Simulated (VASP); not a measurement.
# TaVN2 (P4/mmm) in VASP: single point with PBEsol

Aim: the single point of TaVN2 with PBEsol.

All numbers are computed with VASP 6.6.1; they aren't measurements. Logs are shortened: lines on timing, memory, paths and dates and some standing lists are left out, and cuts for length are marked.

## (1) The cell of the first run

The structure is tetragonal, space group P4/mmm (No. 123). Conventional cell: a = 3.050 Å, b = 3.050 Å, c = 4.296 Å, α = 90.00°, β = 90.00°, γ = 90.00°. Within 2.8 Å of Ta (site symmetry 4/mmm) lie 6 N at 2.15 to 2.16 Å. V (site symmetry 4/mmm) has 6 N at 2.15 to 2.16 Å within 2.8 Å. N (site symmetry 4/mmm) has 2 Ta at 2.15 Å and 4 V at 2.16 Å within 2.8 Å. N (site symmetry 4/mmm) has 2 V at 2.15 Å and 4 Ta at 2.16 Å within 2.8 Å.

## (2) Single point, PBEsol, collinear spin, ferromagnetic start

The input, INCAR:

```
  PREC = Accurate
  ENCUT = 520
  EDIFF = 1E-7
  ISMEAR = 0
  SIGMA = 0.1
  LREAL = F
  LASPH = T
  NELM = 150
  ALGO = Normal
  ISIF = 2
  LWAVE = F
  LCHARG = F
  ISPIN = 2
  MAGMOM = 0 1.5 0 0
  LORBIT = 11
  LMAXMIX = 4
  GGA = PS
  NBANDS = 29
```

The input, KPOINTS:

```
regular mesh
0
Gamma
  9 9 7
```

The input, POSCAR:

```
TaVN2
1.0
    3.0498700000      0.0000000000      0.0000000000
    0.0000000000      3.0498700000      0.0000000000
    0.0000000000      0.0000000000      4.2960600000
Ta V N
1 1 2
Direct
    0.0000000000      0.0000000000      0.0000000000
    0.5000000000      0.5000000000      0.5000000000
    0.0000000000      0.0000000000      0.5000000000
    0.5000000000      0.5000000000      0.0000000000
```

Potentials or basis: VASP PAW PBE potentials, release 64 (Ta_pv, V_sv, N).

Launch:

```console
$ cat potpaw_PBE.64/Ta_pv/POTCAR potpaw_PBE.64/V_sv/POTCAR potpaw_PBE.64/N/POTCAR > POTCAR
$ mpirun -np 1 vasp_std > vasp.out
```

OUTCAR:

```text
PREC = Accurate
   ENCUT = 520
   EDIFF = 1E-7
   ISMEAR = 0
   LREAL = F
   LASPH = T
   NELM = 150
   ISIF = 2
   ISPIN = 2
   LORBIT = 11
   GGA = PS

 ion  position               nearest neighbor table
   1  0.000  0.000  0.000-   3 2.15   3 2.15   4 2.16   4 2.16   4 2.16   4 2.16   2 3.04   2 3.04
                             2 3.04   2 3.04   2 3.04   2 3.04   2 3.04   2 3.04
   2  0.500  0.500  0.500-   4 2.15   4 2.15   3 2.16   3 2.16   3 2.16   3 2.16   1 3.04   1 3.04
                             1 3.04   1 3.04   1 3.04   1 3.04   1 3.04   1 3.04
   3  0.000  0.000  0.500-   1 2.15   1 2.15   2 2.16   2 2.16   2 2.16   2 2.16
   4  0.500  0.500  0.000-   2 2.15   2 2.15   1 2.16   1 2.16   1 2.16   1 2.16

  LATTYP: Found a simple tetragonal cell.
 ALAT       =     3.0498700000
 C/A-ratio  =     1.4086043012

  Lattice vectors:

 A1 = (   3.0498700000,   0.0000000000,   0.0000000000)
 A2 = (   0.0000000000,   3.0498700000,   0.0000000000)
 A3 = (   0.0000000000,   0.0000000000,   4.2960600000)

Analysis of symmetry for initial positions (statically):
=====================================================================
 Subroutine PRICEL returns:
 Original cell was already a primitive cell.

 Routine SETGRP: Setting up the symmetry group for a
 simple tetragonal supercell.

 Subroutine GETGRP returns: Found 16 space group operations
 (whereof 16 operations were pure point group operations)
 out of a pool of 16 trial point group operations.

The static configuration has the point symmetry D_4h.

Analysis of symmetry for dynamics (positions and initial velocities):
=====================================================================
 Subroutine PRICEL returns:
 Original cell was already a primitive cell.

 Routine SETGRP: Setting up the symmetry group for a
 simple tetragonal supercell.

 Subroutine GETGRP returns: Found 16 space group operations
 (whereof 16 operations were pure point group operations)
 out of a pool of 16 trial point group operations.

The dynamic configuration has the point symmetry D_4h.

Analysis of structural, dynamic, and magnetic symmetry:
=====================================================================
 Subroutine PRICEL returns:
 Original cell was already a primitive cell.

 Routine SETGRP: Setting up the symmetry group for a
 simple tetragonal supercell.

 Subroutine GETGRP returns: Found 16 space group operations
 (whereof 16 operations were pure point group operations)
 out of a pool of 16 trial point group operations.

The overall configuration has the point symmetry D_4h.

 Subroutine INISYM returns: Found 16 space group operations
 (whereof 16 operations are pure point group operations),
 and found     1 'primitive' translations

----------------------------------------------------------------------------------------

                                     Primitive cell

  volume of cell :      39.9607

  direct lattice vectors                    reciprocal lattice vectors
     3.049870000  0.000000000  0.000000000     0.327882828  0.000000000  0.000000000
     0.000000000  3.049870000  0.000000000     0.000000000  0.327882828  0.000000000
     0.000000000  0.000000000  4.296060000     0.000000000  0.000000000  0.232771423

  length of vectors
     3.049870000  3.049870000  4.296060000     0.327882828  0.327882828  0.232771423

  position of ions in fractional coordinates (direct lattice)
     0.000000000  0.000000000  0.000000000
     0.500000000  0.500000000  0.500000000
     0.000000000  0.000000000  0.500000000
     0.500000000  0.500000000  0.000000000

  ion indices of the primitive-cell ions
   primitive index   ion index
                 1           1
                 2           2
                 3           3
                 4           4

----------------------------------------------------------------------------------------

 KPOINTS: regular mesh

Automatic generation of k-mesh.
 Grid dimensions read from file:
 generate k-points for:    9    9    7

 Generating k-lattice:

  Cartesian coordinates                     Fractional coordinates (reciprocal lattice)
     0.036431425  0.000000000  0.000000000     0.111111111  0.000000000  0.000000000
     0.000000000  0.036431425  0.000000000     0.000000000  0.111111111  0.000000000
     0.000000000  0.000000000  0.033253060     0.000000000  0.000000000  0.142857143

  Length of vectors
     0.036431425  0.036431425  0.033253060

  Shift w.r.t. Gamma in fractional coordinates (k-lattice)
     0.000000000  0.000000000  0.000000000

 Subroutine IBZKPT returns following result:
 ===========================================

 Found     60 irreducible k-points:

 Following reciprocal coordinates:
            Coordinates               Weight
  0.000000  0.000000  0.000000      1.000000
  0.111111  0.000000  0.000000      4.000000
  0.222222  0.000000  0.000000      4.000000
  0.333333  0.000000  0.000000      4.000000
  0.444444  0.000000  0.000000      4.000000
  0.111111  0.111111  0.000000      4.000000
[... 16 lines left out ...]
  0.333333  0.111111  0.142857     16.000000
  0.444444  0.111111  0.142857     16.000000
 [... further k-points ...]
   k-points           NKPTS =     60   k-points in BZ     NKDIM =     60   number of bands    NBANDS=     29
   number of dos      NEDOS =    301   number of ions     NIONS =      4
   total plane-waves  NPLWV =  18432
   dimension x,y,z NGX =    24 NGY =   24 NGZ =   32
   dimension x,y,z NGXF=    48 NGYF=   48 NGZF=   64
   ions per type =               1   1   2
   NGX,Y,Z   is equivalent  to a cutoff of  13.08, 13.08, 12.38 a.u.
   NGXF,Y,Z  is equivalent  to a cutoff of  26.16, 26.16, 24.77 a.u.
 SYSTEM =  unknown system
   PREC   = accura    normal or accurate (medium, high low for compatibility)
   ISTART =      0    job   : 0-new  1-cont  2-samecut
   ICHARG =      2    charge: 1-file 2-atom 10-const
   ISPIN  =      2    spin polarized calculation?
   LNONCOLLINEAR =      F non collinear calculations
   LSORBIT =      F    spin-orbit coupling
   LASPH  =      T    aspherical Exc in radial PAW
   ENCUT  =  520.0 eV  38.22 Ry    6.18 a.u.   5.67  5.67  7.99*2*pi/ulx,y,z
   NELM   =    150;   NELMIN=  2; NELMDL= -5     # of ELM steps
   EDIFF  = 0.1E-06   stopping-criterion for ELM
   LREAL  =      F    real-space projection
   EDIFFG = 0.1E-05   stopping-criterion for IOM
   NSW    =      0    number of steps for IOM
   IBRION =     -1    ionic relax: 0-MD 1-quasi-New 2-CG
   NFREE  =      0    steps in history (QN), initial steepest desc. (CG)
   ISIF   =      2    stress and relaxation
   ISYM   =      2    0-nonsym 1-usesym 2-fastsym
   POTIM  = 0.5000    time-step for ionic-motion
   TEBEG  =    0.0;   TEEND  =   0.0 temperature during run
   PSTRESS=    0.0 pullay stress
   NELECT =      34.0000    total number of electrons
   NUPDOWN=      -1.0000    fix difference up-down
   EMIN   =  10.00;   EMAX   =-10.00  energy-range for DOS
   EFERMI =   0.00;   METHOD = LEGACY
   ISMEAR =     0;   SIGMA  =   0.10  broadening in eV -4-tet -1-fermi 0-gaus
   EFERMI_NEDOS =   21; number of points for ismear=-14 and -15
   IALGO  =     38    algorithm
   IMIX   =      4    mixing-type and parameters
     AMIX     =   0.40;   BMIX     =  1.00
     AMIX_MAG =   1.60;   BMIX_MAG =  1.00
  volume/ion in A,a.u.               =       9.99        67.42
  Fermi-wavevector in a.u.,A,eV,Ry     =   1.551280  2.931494 32.741999  2.406469
  Thomas-Fermi vector in A             =   2.655822
   LORBIT       =     11    0 simple, 1 ext, 2 COOP (PROOUT), +10 PAW based schemes
   GGA     = PS    functional components
   LHFCALC =     F    Hartree Fock is set to
   AEXX    =    0.0000 exact exchange contribution
   IVDW    =     0    specifies the selected vdW correction
   LEPSILON=     F    determine dielectric tensor
   LRPA    =     F    only Hartree local field effects (RPA)
 spin polarized calculation
 Gauss-broadening in eV      SIGMA  =   0.10
  energy-cutoff  :      520.00
  volume of cell :       39.96
 maximum number of plane-waves:      1096
 NGX is ok and might be reduce to    24
   NGX = 11   NGY = 11   NGZ = 15

 number of electron      33.9999991 magnetization       0.0001864

 Free energy of the ion-electron system (eV)
  ---------------------------------------------------
  ext. energy  EPLUGINS =         0.00000000
  ---------------------------------------------------
  free energy    TOTEN  =       -43.77128441 eV

  energy without entropy =      -43.75996831  energy(sigma->0) =      -43.76562636

 E-fermi :   9.9869     XC(G=0): -13.4970

 val. band max:        9.9721121908   @ k =   0.2222   0.1111   0.0000
 cond. band min:       9.9984594087   @ k =   0.3333   0.0000   0.0000
 fundamental gap:      0.0263472178
 Fermi energy:         9.9869380956

 spin component 1

 k-point     1 :       0.0000    0.0000    0.0000
  band No.  band energies     occupation
      1     -54.9081      1.00000
      2     -28.9132      1.00000
      3     -28.8354      1.00000
      4     -28.8354      1.00000
      5     -25.9236      1.00000
      6     -25.7104      1.00000
[... 21 lines left out ...]
     28      20.3383      0.00000
     29      21.3960      0.00000

 k-point     2 :       0.1111    0.0000    0.0000
  band No.  band energies     occupation
      1     -54.9064      1.00000
      2     -28.9093      1.00000
      3     -28.8553      1.00000
      4     -28.8326      1.00000
      5     -25.9203      1.00000
      6     -25.7797      1.00000
[... 21 lines left out ...]
     28      20.3330      0.00000
     29      21.8872      0.00000

 k-point     3 :       0.2222    0.0000    0.0000
  band No.  band energies     occupation
      1     -54.9023      1.00000
      2     -28.9052      1.00000
      3     -28.8995      1.00000
      4     -28.8257      1.00000
      5     -25.9509      1.00000
      6     -25.9118      1.00000
[... 638 lines left out ...]
      5     -26.1224      1.00000
      6     -25.9001      1.00000
[... 21 lines left out ...]
     28      21.1398      0.00000
     29      21.8596      0.00000

 k-point    24 :       0.4444    0.1111    0.1429
  band No.  band energies     occupation
      1     -54.8928      1.00000
      2     -28.9970      1.00000
      3     -28.8836      1.00000
      4     -28.8317      1.00000
      5     -26.2389      1.00000
      6     -25.8915      1.00000
[... 21 lines left out ...]
     28      21.1059      0.00000
     29      21.6970      0.00000

 [... further k-points ...]

 spin component 2

 k-point     1 :       0.0000    0.0000    0.0000
  band No.  band energies     occupation
      1     -54.9079      1.00000
      2     -28.9130      1.00000
      3     -28.8352      1.00000
      4     -28.8352      1.00000
      5     -25.9237      1.00000
      6     -25.7104      1.00000
[... 21 lines left out ...]
     28      20.3383      0.00000
     29      21.3960      0.00000

 k-point     2 :       0.1111    0.0000    0.0000
  band No.  band energies     occupation
      1     -54.9063      1.00000
      2     -28.9091      1.00000
      3     -28.8551      1.00000
      4     -28.8325      1.00000
      5     -25.9203      1.00000
      6     -25.7797      1.00000
[... 21 lines left out ...]
     28      20.3331      0.00000
     29      21.8873      0.00000

 k-point     3 :       0.2222    0.0000    0.0000
  band No.  band energies     occupation
      1     -54.9021      1.00000
      2     -28.9050      1.00000
      3     -28.8993      1.00000
      4     -28.8255      1.00000
      5     -25.9509      1.00000
      6     -25.9119      1.00000
[... 638 lines left out ...]
      5     -26.1224      1.00000
      6     -25.9001      1.00000
[... 21 lines left out ...]
     28      21.1398      0.00000
     29      21.8596      0.00000

 k-point    24 :       0.4444    0.1111    0.1429
  band No.  band energies     occupation
      1     -54.8927      1.00000
      2     -28.9969      1.00000
      3     -28.8834      1.00000
      4     -28.8315      1.00000
      5     -26.2389      1.00000
      6     -25.8916      1.00000
[... 21 lines left out ...]
     28      21.1059      0.00000
     29      21.6970      0.00000

 [... further k-points ...]

------------------------ aborting loop because EDIFF is reached ----------------------------------------

  FORCE on cell =-STRESS in cart. coord.  units (eV):
  Direction    XX          YY          ZZ          XY          YZ          ZX
  --------------------------------------------------------------------------------------
  -------------------------------------------------------------------------------------
  Total       -2.8719064     -2.8719064     -3.1930555      0.0000000      0.0000000      0.0000000
  in kB     -115.1457370   -115.1457370   -128.0218388      0.0000000      0.0000000      0.0000000
  external PRESSURE =    -119.4377710 kB  Pullay stress =       0.0000000 kB

 VOLUME and BASIS-vectors are now :
 -----------------------------------------------------------------------------
  energy-cutoff  :      520.00
  volume of cell :       39.96
      direct lattice vectors                 reciprocal lattice vectors
     3.049870000  0.000000000  0.000000000     0.327882828  0.000000000  0.000000000
     0.000000000  3.049870000  0.000000000     0.000000000  0.327882828  0.000000000
     0.000000000  0.000000000  4.296060000     0.000000000  0.000000000  0.232771423

 POSITION                                       TOTAL-FORCE (eV/Angst)
 -----------------------------------------------------------------------------------
      0.00000      0.00000      0.00000         0.000000      0.000000      0.000000
      1.52493      1.52493      2.14803         0.000000      0.000000      0.000000
      0.00000      0.00000      2.14803         0.000000      0.000000      0.000000
      1.52493      1.52493      0.00000         0.000000      0.000000      0.000000
 -----------------------------------------------------------------------------------
    total drift:                                0.000000     -0.000000     -0.000000

  FREE ENERGIE OF THE ION-ELECTRON SYSTEM (eV)
  ---------------------------------------------------
  free  energy   TOTEN  =       -43.7712844081 eV

  energy  without entropy=      -43.7599683078  energy(sigma->0) =      -43.76562636

 total charge

# of ion       s       p       d       tot
------------------------------------------
    1        0.297   6.265   2.398   8.960
    2        2.204   6.211   3.139  11.554
    3        1.227   2.480   0.000   3.708
    4        1.227   2.530   0.000   3.756
--------------------------------------------------
tot          4.955  17.486   5.537  27.978

 magnetization (x)

# of ion       s       p       d       tot
------------------------------------------
    1        0.000  -0.000  -0.000  -0.000
    2        0.000   0.000   0.000   0.000
    3        0.000  -0.000   0.000  -0.000
    4       -0.000  -0.000   0.000  -0.000
--------------------------------------------------
tot          0.000  -0.000   0.000   0.000
```

Run time: 3.3 min. Hardware: 1 thread of Intel Xeon 8259CL, shared host; peak memory 0.25 GiB.

Results:

```
Free energy                                           : -43.7713 eV
Pressure                                              : -11.9 GPa
Band gap on the k mesh                                : zero (filled and empty bands overlap)
Net moment                                            : 0.00 μB per cell
Valence electrons inside the program's atomic spheres : Ta 8.96; V 11.55; N 3.71, 3.76
```

Stress tensor (GPa, compression positive):
```
-11.51   0.00   0.00
  0.00 -11.51   0.00
  0.00   0.00 -12.80
```

Levels at points of the mesh, in eV from the Fermi level:
Spin up:
```tsv
k point	band 15	band 16	band 17	band 18	band 19	band 20
(0.00, 0.00, 0.00)	-2.82	-2.82	-1.54	-1.54	-1.47	-0.25
```
Spin down:
| k point | band 14 | band 15 | band 16 | band 17 | band 18 | band 19 | band 20 | band 21 |
| --- | --- | --- | --- | --- | --- | --- | --- | --- |
| (0.00, 0.00, 0.00) | -2.82 | -2.82 | -2.82 | -1.54 | -1.54 | -1.47 | -0.25 | -0.16 |

Caveat: the cell stands under tension; the PAW data sets were made with another functional, which shifts forces and pressure a little; spin-orbit coupling is left out, which moves the levels of the heavy elements.
